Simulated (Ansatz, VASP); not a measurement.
# Si2P3: VASP beside Ansatz

The input INCAR:

```
  PREC = Accurate
  ENCUT = 520
  EDIFF = 1E-7
  ISMEAR = 0
  SIGMA = 0.1
  LREAL = False
  LASPH = True
  NELM = 100
  ALGO = Normal
  ISIF = 2
  LWAVE = False
  LCHARG = False
  GGA = PE
  NBANDS = 20
```

KPOINTS

```
regular mesh
0
Gamma
  6 6 4
```

File POSCAR:

```
Si2P3
1.0
    4.2519548100      0.0000000000      0.0000000000
   -2.1259774100      3.6823008900      0.0000000000
    0.0000000000      0.0000000000      5.2738873800
Si P
2 3
Direct
    0.0000000000      0.0000000000      0.0000000000
    0.3333333300      0.6666666700      0.5000000000
    0.6666666700      0.3333333300      0.2422697800
    0.6666666700      0.3333333300      0.7577302200
    0.0000000000      0.0000000000      0.5000000000
```

Input for Ansatz:

```yaml
crystal:
  lattice:
    - [4.25195481, 0.0, 0.0]
    - [-2.12597741, 3.68230089, 0.0]
    - [0.0, 0.0, 5.27388738]
  atoms:
    - { symbol: Si, position: [0.0, 0.0, 0.0] }
    - { symbol: Si, position: [0.33333333, 0.66666667, 0.5] }
    - { symbol: P, position: [0.66666667, 0.33333333, 0.24226978] }
    - { symbol: P, position: [0.66666667, 0.33333333, 0.75773022] }
    - { symbol: P, position: [0.0, 0.0, 0.5] }
basis:
  ecutwfc: 420
kpoints:
  mp_grid: { grid: [6, 6, 4] }
hamiltonian:
  xc: pbe
scf:
  occupations: { method: gaussian, width: 0.1 }
  lower_state_search: "off"
output:
  forces: true
  stress: true
  eigenvalues: true
```

Change from the starting cell: species swapped into the Co3Ge2 type (P-6m2, No. 187).

Alike in both runs: task single point; functional PBE; k mesh 6 × 6 × 4; occupations gaussian, width 0.1 eV; no spin polarisation.

|  | VASP | Ansatz |
| --- | --- | --- |
| version | VASP 6.6.1 | Ansatz 0.2.0 |
| potentials or method | VASP PAW PBE potentials, release 64 (Si, P), cutoff 520 eV | scalar-relativistic, plane waves, PAW |
| valence electrons in the cell | 23 | 23 |

Ansatz gave:

| Quantity | Value |
| --- | --- |
| gap on the k mesh at the Fermi level (eV) | none |
| pressure (GPa) | -0.9 |
| traceless stress, the component that is largest in VASP (GPa) | -4.61 |
| rms of the force components (eV/Å) | 0.241 |

Q: Estimate VASP's values.

A: gap on the k mesh at the Fermi level (eV): none; pressure (GPa): -1.0; traceless stress, the component that is largest in VASP (GPa): -4.60; rms of the force components (eV/Å): 0.242.

Atom by atom the forces differ by 0.001 eV/Å (rms over components). A gap of «none» marks a metal or a gap that the smearing closes.
